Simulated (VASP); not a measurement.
Set up this calculation in VASP 6.6.1, as the native input.

```
Task                   : single point
Functional             : PBEsol
Potentials or basis    : VASP PAW PBE potentials, release 64 (Ti_sv, Al)
Cutoff                 : 520 eV
k mesh                 : 14 × 14 × 5
Occupations            : gaussian, width 0.15 eV
Spin                   : no spin polarisation
Dipole correction      : no
Further INCAR settings : ALGO = Fast; EDIFF = 1e-06; NBANDS = 32
```

The structure of TiAl lies in POSCAR:

```
TiAl
1.0
    0.0000000000     -3.1560751060      0.0000000000
    0.0000000000      0.0000000000     -3.1560751060
    9.4682253181     -0.2630062588     -0.7890187765
Ti Al
3 3
Direct
   -0.0625000000     -0.1875000000      0.7500000000
   -0.0069444444     -0.0208333333      0.0833333333
   -0.0347222222     -0.1041666667      0.4166666667
    0.4236111111      0.2708333333      0.9166666667
    0.4791666667      0.4375000000      0.2500000000
    0.4513888889      0.3541666667      0.5833333333
```

This cell differs from its parent crystal: the part above a cut slid along it.

The input as run:

INCAR

```
ALGO = Fast ; EDIFF = 1E-6
ENCUT = 520 ; GGA = PS
ISIF = 2 ; ISMEAR = 0
LASPH = True ; LCHARG = False
LREAL = False ; LWAVE = False
NBANDS = 32 ; NELM = 80
PREC = Accurate ; SIGMA = 0.15
```

KPOINTS

```
k-points
0
Gamma
  14 14 5
```

Potentials or basis: VASP PAW PBE potentials, release 64 (Ti_sv, Al).

Launch:

```sh
$ cat potpaw_PBE.64/Ti_sv/POTCAR potpaw_PBE.64/Al/POTCAR > POTCAR
$ mpirun -np 1 vasp_std > vasp.out
```

It gave:

* Pressure: 4.6 GPa
* Largest force: 4.230 eV/Å
* Band gap on the k mesh: zero (an odd number of electrons rules out a gap without spin polarisation)

Caveat: the cell differs from its parent crystal (the part above a cut slid along it); the stress differs along the axes, from -0 to 8 GPa; the PAW data sets were made with another functional, which shifts forces and pressure a little.

It took 79 min on 1 thread of Oxide Virtual Turin-like Processor, on a shared host, peak memory 1.1 GiB.
